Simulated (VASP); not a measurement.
# Na (I4/mmm) in VASP: single point with LDA

Aim: the single point of Na with LDA.

Program: VASP 6.6.1. These are calculated values, not measurements. Logs are shortened: lines on timing, memory, paths and dates and some standing lists are left out, and cuts for length are marked.

**1. The cell of the first run**

It takes space group I4/mmm (No. 139, tetragonal). Conventional cell: a = 3.621 Å, b = 3.621 Å, c = 5.084 Å, α = 90.00°, β = 90.00°, γ = 90.00°. Within 4.7 Å of Na (site symmetry 4/mmm) lie 12 Na at 3.61 to 3.62 Å.

**2. Single point, LDA**

File INCAR:

```
SYSTEM = Na
PREC = Accurate
ENCUT = 520
EDIFF = 1E-6
ISMEAR = 0
SIGMA = 0.15
LREAL = .FALSE.
LASPH = .TRUE.
NELM = 100
ALGO = Normal
ISIF = 2
LWAVE = .FALSE.
LCHARG = .FALSE.
NBANDS = 10
```

File KPOINTS:

```
regular mesh
0
G
  18 18 18
  0 0 0
```

File POSCAR:

```
Na
1.0
   -1.8102542474      1.8102542474      2.5420818476
    1.8102542474     -1.8102542474      2.5420818476
    1.8102542474      1.8102542474     -2.5420818476
Na
1
Direct
    0.0000000000      0.0000000000      0.0000000000
```

Potentials or basis: VASP PAW LDA potentials, release 64 (Na_pv).

Launch:

```console
> cat potpaw_LDA.64/Na_pv/POTCAR > POTCAR
> mpirun -np 1 vasp_std > vasp.out
```

OUTCAR:

```text
SYSTEM = Na
   PREC = Accurate
   ENCUT = 520
   EDIFF = 1E-6
   ISMEAR = 0
   LREAL = .FALSE.
   LASPH = .TRUE.
   NELM = 100
   ISIF = 2

 ion  position               nearest neighbor table
   1  0.000  0.000  0.000-

  LATTYP: Found a body centered tetragonal cell.
 ALAT       =     3.6205084948
 C/A-ratio  =     1.4042678542

  Lattice vectors:

 A1 = (  -1.8102542474,   1.8102542474,   2.5420818476)
 A2 = (   1.8102542474,  -1.8102542474,   2.5420818476)
 A3 = (   1.8102542474,   1.8102542474,  -2.5420818476)

Analysis of symmetry for initial positions (statically):
=====================================================================
 Subroutine PRICEL returns:
 Original cell was already a primitive cell.

 Routine SETGRP: Setting up the symmetry group for a
 body centered tetragonal supercell.

 Subroutine GETGRP returns: Found 16 space group operations
 (whereof 16 operations were pure point group operations)
 out of a pool of 16 trial point group operations.

The static configuration has the point symmetry D_4h.

Analysis of symmetry for dynamics (positions and initial velocities):
=====================================================================
 Subroutine PRICEL returns:
 Original cell was already a primitive cell.

 Routine SETGRP: Setting up the symmetry group for a
 body centered tetragonal supercell.

 Subroutine GETGRP returns: Found 16 space group operations
 (whereof 16 operations were pure point group operations)
 out of a pool of 16 trial point group operations.

The dynamic configuration has the point symmetry D_4h.

 Subroutine INISYM returns: Found 16 space group operations
 (whereof 16 operations are pure point group operations),
 and found     1 'primitive' translations

----------------------------------------------------------------------------------------

                                     Primitive cell

  volume of cell :      33.3218

  direct lattice vectors                    reciprocal lattice vectors
    -1.810254247  1.810254247  2.542081848     0.000000000  0.276204296  0.196689182
     1.810254247 -1.810254247  2.542081848     0.276204296  0.000000000  0.196689182
     1.810254247  1.810254247 -2.542081848     0.276204296  0.276204296  0.000000000

  length of vectors
     3.607800022  3.607800022  3.607800022     0.339080297  0.339080297  0.390611861

  position of ions in fractional coordinates (direct lattice)
     0.000000000  0.000000000  0.000000000

  ion indices of the primitive-cell ions
   primitive index   ion index
                 1           1

----------------------------------------------------------------------------------------

 KPOINTS: regular mesh

Automatic generation of k-mesh.
 Grid dimensions read from file:
 generate k-points for:   18   18   18

 Generating k-lattice:

  Cartesian coordinates                     Fractional coordinates (reciprocal lattice)
     0.000000000  0.015344683  0.010927177     0.055555556  0.000000000  0.000000000
     0.015344683  0.000000000  0.010927177     0.000000000  0.055555556  0.000000000
     0.015344683  0.015344683  0.000000000     0.000000000  0.000000000  0.055555556

  Length of vectors
     0.018837794  0.018837794  0.021700659

  Shift w.r.t. Gamma in fractional coordinates (k-lattice)
     0.000000000  0.000000000  0.000000000

 Subroutine IBZKPT returns following result:
 ===========================================

 Found    480 irreducible k-points:

 Following reciprocal coordinates:
            Coordinates               Weight
  0.000000  0.000000  0.000000      1.000000
  0.055556  0.000000  0.000000      8.000000
  0.111111  0.000000  0.000000      8.000000
  0.166667  0.000000 -0.000000      8.000000
  0.222222  0.000000 -0.000000      8.000000
  0.277778  0.000000  0.000000      8.000000
[... 16 lines left out ...]
 -0.277778  0.055556  0.000000     16.000000
 -0.222222  0.055556 -0.000000     16.000000
 [... further k-points ...]
   k-points           NKPTS =    480   k-points in BZ     NKDIM =    480   number of bands    NBANDS=     10
   number of dos      NEDOS =    301   number of ions     NIONS =      1
   total plane-waves  NPLWV =  21952
   dimension x,y,z NGX =    28 NGY =   28 NGZ =   28
   dimension x,y,z NGXF=    56 NGYF=   56 NGZF=   56
   ions per type =               1
   NGX,Y,Z   is equivalent  to a cutoff of  12.90, 12.90, 12.90 a.u.
   NGXF,Y,Z  is equivalent  to a cutoff of  25.80, 25.80, 25.80 a.u.
 SYSTEM =  Na
   PREC   = accura    normal or accurate (medium, high low for compatibility)
   ISTART =      0    job   : 0-new  1-cont  2-samecut
   ICHARG =      2    charge: 1-file 2-atom 10-const
   ISPIN  =      1    spin polarized calculation?
   LNONCOLLINEAR =      F non collinear calculations
   LSORBIT =      F    spin-orbit coupling
   LASPH  =      T    aspherical Exc in radial PAW
   ENCUT  =  520.0 eV  38.22 Ry    6.18 a.u.   6.71  6.71  6.71*2*pi/ulx,y,z
   NELM   =    100;   NELMIN=  2; NELMDL= -5     # of ELM steps
   EDIFF  = 0.1E-05   stopping-criterion for ELM
   LREAL  =      F    real-space projection
   EDIFFG = 0.1E-04   stopping-criterion for IOM
   NSW    =      0    number of steps for IOM
   IBRION =     -1    ionic relax: 0-MD 1-quasi-New 2-CG
   NFREE  =      0    steps in history (QN), initial steepest desc. (CG)
   ISIF   =      2    stress and relaxation
   ISYM   =      2    0-nonsym 1-usesym 2-fastsym
   POTIM  = 0.5000    time-step for ionic-motion
   TEBEG  =    0.0;   TEEND  =   0.0 temperature during run
   PSTRESS=    0.0 pullay stress
   NELECT =       7.0000    total number of electrons
   NUPDOWN=      -1.0000    fix difference up-down
   EMIN   =  10.00;   EMAX   =-10.00  energy-range for DOS
   EFERMI =   0.00;   METHOD = LEGACY
   ISMEAR =     0;   SIGMA  =   0.15  broadening in eV -4-tet -1-fermi 0-gaus
   EFERMI_NEDOS =   21; number of points for ismear=-14 and -15
   IALGO  =     38    algorithm
   IMIX   =      4    mixing-type and parameters
     AMIX     =   0.40;   BMIX     =  1.00
     AMIX_MAG =   1.60;   BMIX_MAG =  1.00
  volume/ion in A,a.u.               =      33.32       224.87
  Fermi-wavevector in a.u.,A,eV,Ry     =   0.973191  1.839064 12.886080  0.947100
  Thomas-Fermi vector in A             =   2.103550
   LORBIT       =      0    0 simple, 1 ext, 2 COOP (PROOUT), +10 PAW based schemes
   GGA     = CA    functional components
   LHFCALC =     F    Hartree Fock is set to
   AEXX    =    0.0000 exact exchange contribution
   IVDW    =     0    specifies the selected vdW correction
   LEPSILON=     F    determine dielectric tensor
   LRPA    =     F    only Hartree local field effects (RPA)
 non-spin polarized calculation
 Gauss-broadening in eV      SIGMA  =   0.15
  energy-cutoff  :      520.00
  volume of cell :       33.32
 maximum number of plane-waves:       922
   NGX = 13   NGY = 13   NGZ = 13

 number of electron       6.9999992 magnetization

 Free energy of the ion-electron system (eV)
  ---------------------------------------------------
  ext. energy  EPLUGINS =         0.00000000
  ---------------------------------------------------
  free energy    TOTEN  =        -1.45748509 eV

  energy without entropy =       -1.45219325  energy(sigma->0) =       -1.45483917

 E-fermi :   0.4931     XC(G=0):  -7.0338

 val. band max:        0.4827116840   @ k =  -0.3889  -0.3889   0.3889
 cond. band min:       0.5000440372   @ k =  -0.2778   0.2778   0.2778
 fundamental gap:      0.0173323532
 Fermi energy:         0.4930521906

 k-point     1 :       0.0000    0.0000    0.0000
  band No.  band energies     occupation
      1     -24.3870      2.00000
      2     -24.3870      2.00000
      3     -24.3870      2.00000
      4      -3.0422      2.00000
      5      12.1499      0.00000
      6      12.1499      0.00000
      7      12.1786      0.00000
      8      13.5164      0.00000
      9      14.0092      0.00000
     10      14.0096      0.00000

 k-point     2 :       0.0556    0.0000    0.0000
  band No.  band energies     occupation
      1     -24.3886      2.00000
      2     -24.3873      2.00000
      3     -24.3872      2.00000
      4      -2.9867      2.00000
      5      11.2166      0.00000
      6      12.0412      0.00000
      7      12.0649      0.00000
      8      13.6535      0.00000
      9      14.1967      0.00000
     10      14.2013      0.00000

 k-point     3 :       0.1111    0.0000    0.0000
  band No.  band energies     occupation
      1     -24.3932      2.00000
      2     -24.3879      2.00000
      3     -24.3878      2.00000
      4      -2.8207      2.00000
      5       9.7971      0.00000
      6      11.8070      0.00000
      7      11.8404      0.00000
      8      13.4016      0.00000
      9      14.6565      0.00000
     10      14.6651      0.00000

 k-point     4 :       0.1667    0.0000   -0.0000
  band No.  band energies     occupation
      1     -24.4002      2.00000
      2     -24.3889      2.00000
      3     -24.3888      2.00000
      4      -2.5453      2.00000
      5       8.3710      0.00000
      6      11.5631      0.00000
      7      11.6076      0.00000
      8      13.0984      0.00000
      9      14.8528      0.00000
     10      14.9620      0.00000

 k-point     5 :       0.2222    0.0000   -0.0000
  band No.  band energies     occupation
      1     -24.4088      2.00000
      2     -24.3901      2.00000
      3     -24.3899      2.00000
      4      -2.1626      2.00000
      5       6.9965      0.00000
      6      11.3600      0.00000
      7      11.4157      0.00000
      8      12.8355      0.00000
      9      14.2420      0.00000
     10      14.3897      0.00000

 k-point     6 :       0.2778    0.0000    0.0000
  band No.  band energies     occupation
      1     -24.4179      2.00000
      2     -24.3914      2.00000
      3     -24.3911      2.00000
      4      -1.6752      2.00000
      5       5.6919      0.00000
      6      11.2149      0.00000
      7      11.2819      0.00000
      8      12.6425      0.00000
      9      13.6357      0.00000
     10      13.7786      0.00000

 k-point     7 :       0.3333    0.0000   -0.0000
  band No.  band energies     occupation
      1     -24.4264      2.00000
      2     -24.3926      2.00000
      3     -24.3922      2.00000
      4      -1.0861      2.00000
      5       4.4661      0.00000
      6      11.1304      0.00000
      7      11.2085      0.00000
      8      12.5246      0.00000
      9      13.1207      0.00000
     10      13.2570      0.00000

 k-point     8 :       0.3889    0.0000   -0.0000
  band No.  band energies     occupation
      1     -24.4333      2.00000
      2     -24.3936      2.00000
      3     -24.3931      2.00000
      4      -0.3998      2.00000
      5       3.3248      0.00000
      6      11.0991      0.00000
      7      11.1880      0.00000
      8      12.4683      0.00000
      9      12.7192      0.00000
     10      12.8530      0.00000

 k-point     9 :       0.4444    0.0000   -0.0000
  band No.  band energies     occupation
      1     -24.4378      2.00000
      2     -24.3942      2.00000
      3     -24.3937      2.00000
      4       0.3747      1.73537
      5       2.2774      0.00000
      6      11.1019      0.00000
      7      11.1997      0.00000
      8      12.4340      0.00000
      9      12.4555      0.00000
     10      12.6084      0.00000
[... 118 lines left out ...]
 k-point    19 :       0.5000    0.0556    0.0000
  band No.  band energies     occupation
      1     -24.4387      2.00000
      2     -24.3953      2.00000
      3     -24.3943      2.00000
      4       0.9495      0.00002
      5       1.7126      0.00000
      6      10.3084      0.00000
      7      10.8247      0.00000
      8      12.0462      0.00000
      9      12.8973      0.00000
     10      13.3135      0.00000

 k-point    20 :      -0.4444    0.0556    0.0000
  band No.  band energies     occupation
      1     -24.4361      2.00000
      2     -24.3947      2.00000
      3     -24.3942      2.00000
      4       0.1514      1.99872
      5       2.6625      0.00000
      6      10.5067      0.00000
      7      10.6754      0.00000
      8      11.9826      0.00000
      9      13.1921      0.00000
     10      13.3522      0.00000

 k-point    21 :      -0.3889    0.0556    0.0000
  band No.  band energies     occupation
      1     -24.4309      2.00000
      2     -24.3939      2.00000
      3     -24.3935      2.00000
      4      -0.5946      2.00000
      5       3.7419      0.00000
      6      10.5778      0.00000
      7      10.7318      0.00000
      8      12.0915      0.00000
      9      13.3569      0.00000
     10      13.6241      0.00000

 k-point    22 :      -0.3333    0.0556    0.0000
  band No.  band energies     occupation
      1     -24.4235      2.00000
      2     -24.3930      2.00000
      3     -24.3923      2.00000
      4      -1.2481      2.00000
      5       4.9103      0.00000
      6      10.5829      0.00000
      7      10.9182      0.00000
      8      12.3872      0.00000
      9      13.4316      0.00000
     10      14.1155      0.00000

 k-point    23 :      -0.2778    0.0556    0.0000
  band No.  band energies     occupation
      1     -24.4149      2.00000
      2     -24.3919      2.00000
      3     -24.3910      2.00000
      4      -1.8027      2.00000
      5       6.1602      0.00000
      6      10.6629      0.00000
      7      11.1101      0.00000
      8      12.8359      0.00000
      9      13.5626      0.00000
     10      14.6974      0.00000

 k-point    24 :      -0.2222    0.0556   -0.0000
  band No.  band energies     occupation
      1     -24.4061      2.00000
      2     -24.3906      2.00000
      3     -24.3897      2.00000
      4      -2.2548      2.00000
      5       7.4839      0.00000
      6      10.8204      0.00000
      7      11.3248      0.00000
      8      13.3480      0.00000
      9      13.7741      0.00000
     10      15.0996      0.00000

 [... further k-points ...]
[... 5 lines left out ...]
  --------------------------------------------------------------------------------------
  -------------------------------------------------------------------------------------
  Total       -0.0041052     -0.0041052     -0.0031858      0.0000000      0.0000000      0.0000000
  in kB       -0.1973839     -0.1973839     -0.1531799      0.0000000      0.0000000      0.0000000
  external PRESSURE =      -0.1826492 kB  Pullay stress =       0.0000000 kB

 VOLUME and BASIS-vectors are now :
 -----------------------------------------------------------------------------
  energy-cutoff  :      520.00
  volume of cell :       33.32
      direct lattice vectors                 reciprocal lattice vectors
    -1.810254247  1.810254247  2.542081848     0.000000000  0.276204296  0.196689182
     1.810254247 -1.810254247  2.542081848     0.276204296  0.000000000  0.196689182
     1.810254247  1.810254247 -2.542081848     0.276204296  0.276204296  0.000000000

 POSITION                                       TOTAL-FORCE (eV/Angst)
 -----------------------------------------------------------------------------------
      0.00000      0.00000      0.00000         0.000000      0.000000      0.000000
 -----------------------------------------------------------------------------------
    total drift:                               -0.000000     -0.000000      0.000000

  FREE ENERGIE OF THE ION-ELECTRON SYSTEM (eV)
  ---------------------------------------------------
  free  energy   TOTEN  =        -1.4574850926 eV

  energy  without entropy=       -1.4521932540  energy(sigma->0) =       -1.45483917
```

It took 71 s on 1 thread of Intel Xeon Platinum 8259CL at 2.50GHz (Skylake/Cascade Lake), shared host; peak memory 0.23 GiB.

What came out:

| Property | Result |
| --- | --- |
| Free energy | -1.4575 eV |
| Pressure | 0.0 GPa |
| Band gap on the k mesh | zero (an odd number of electrons rules out a gap without spin polarisation) |
